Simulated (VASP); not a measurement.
Runs of VASP 6.6.1 on Si. The structure is that of space group Imma (No. 74), or close to it. The cells are those of the table. 

```tsv
task	cell	gap on the mesh (eV)	pressure (GPa)	largest force (eV/Å)
electric field gradients	a = 3.576 Å, angles 100.2, 95.0, 137.4°, 2 atoms	none	2.5	(a)
electric field gradients	a = 3.460 Å, angles 100.2, 95.0, 137.4°, 2 atoms	none	18.2	0.02
electric field gradients	a = 3.494 Å, angles 99.8, 94.6, 138.5°, 2 atoms	none	16.1	0.02
single point	a = 3.522, b = 3.523, c = 3.509 Å, angles 100.4, 95.3, 137.6°, 2 atoms	none	(b)	0.03
electric field gradients	a = 3.522 Å, angles 100.5, 95.5, 136.2°, 2 atoms	none	6.8	0.05
single point	a = 3.460 Å, angles 100.2, 95.0, 137.4°, 2 atoms	none	18.2	0.02
electric field gradients	a = 3.416 Å, angles 100.5, 95.5, 136.2°, 2 atoms	none	22.8	0.04
electric field gradients	a = 3.531 Å, angles 100.2, 95.0, 137.4°, 2 atoms	none	7.8	0.03
electric field gradients	a = 3.496 Å, angles 100.2, 95.0, 137.4°, 2 atoms	none	12.6	0.01
```

Alike in all rows: level LDA; potentials or basis VASP PAW LDA potentials, release 64 (Si); no spin polarisation; k mesh 16 × 16 × 16; cutoff (eV) 520; smearing fermi-dirac 0.05 eV.

Task: Estimate the missing entries.

Result: (a) 0.06; (b) 11.0.

A gap of «none» marks levels without a gap at the run's occupations.
